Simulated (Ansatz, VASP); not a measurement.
## H2RuCl in VASP and in Ansatz

Contents of INCAR:

```
SYSTEM = H2RuCl
PREC = Accurate ; ENCUT = 520
EDIFF = 1E-6 ; ISMEAR = 0
SIGMA = 0.1 ; LREAL = .FALSE.
LASPH = .TRUE. ; NELM = 150
ALGO = Normal ; ISIF = 2
LWAVE = .FALSE. ; LCHARG = .TRUE.
ISPIN = 2 ; MAGMOM = 0 0 1 0
LORBIT = 11 ; LMAXMIX = 4
GGA = PE ; LELF = .TRUE.
LVHAR = .TRUE. ; NBANDS = 24
```

File KPOINTS:

```
Automatic mesh
0
G
  6 6 4
  0 0 0
```

POSCAR

```
H2RuCl
1.0
    3.3534093800      0.0000000000      0.0000000000
   -1.6767046900      2.9041377100      0.0000000000
    0.0000000000      0.0000000000      5.4685576100
H Ru Cl
2 1 1
Direct
    0.6666666700      0.3333333300      0.2642000000
    0.3333333300      0.6666666700      0.7358000000
    0.0000000000      0.0000000000      0.5000000000
    0.0000000000      0.0000000000      0.0000000000
```

Input for Ansatz:

```yaml
crystal:
  lattice:
    - [3.35340938, 0.0, 0.0]
    - [-1.67670469, 2.90413771, 0.0]
    - [0.0, 0.0, 5.46855761]
  atoms:
    - { symbol: H, position: [0.66666667, 0.33333333, 0.2642] }
    - { symbol: H, position: [0.33333333, 0.66666667, 0.7358] }
    - { symbol: Ru, position: [0.0, 0.0, 0.5], spin: 1.0 }
    - { symbol: Cl, position: [0.0, 0.0, 0.0] }
basis:
  ecutwfc: 420
kpoints:
  mp_grid: { grid: [6, 6, 4] }
hamiltonian:
  xc: pbe
scf:
  occupations: { method: gaussian, width: 0.1 }
  lower_state_search: "off"
output:
  forces: true
  stress: true
  eigenvalues: true
  populations: true
magnetization:
  spin_polarized: true
```

Change from the starting cell: species swapped into the TiCrAs2 type (P-3m1, No. 164).

Alike in both runs: task single point; functional PBE; k mesh 6 × 6 × 4; occupations gaussian, width 0.1 eV; collinear spin.

|  | VASP | Ansatz |
| --- | --- | --- |
| version | VASP 6.6.1 | Ansatz 0.2.0 |
| potentials or method | VASP PAW PBE potentials, release 64 (H, Ru_pv, Cl), cutoff 520 eV | scalar-relativistic, plane waves, PAW |
| valence electrons in the cell | 23 | 25 |

VASP gave:

- gap on the k mesh at the Fermi level (eV): none
- pressure (GPa): -21.0
- traceless stress, the component that is largest in VASP (GPa): -3.48
- rms of the force components (eV/Å): 0.749
- net moment per atom (μB): 0.25
- size of the moment on the site where the two differ most (μB): 1.04

**Question.** Which values does Ansatz return?

**Answer.** gap on the k mesh at the Fermi level (eV): none; pressure (GPa): -18.8; traceless stress, the component that is largest in VASP (GPa): -2.10; rms of the force components (eV/Å): 0.726; net moment per atom (μB): 0.44; size of the moment on the site where the two differ most (μB): 1.56.

The net moments are unlike, so the other rows may belong to different states. Site moments also hang on the region over which each program counts them. Atom by atom the forces differ by 0.023 eV/Å (rms over components). A gap of «none» marks a metal or a gap that the smearing closes. VASP's potentials hold 23 valence electrons a cell and Ansatz's 25, so a difference there can come from the potentials and not from the codes.

The k mesh is coarse, so the values compare programs but aren't converged.
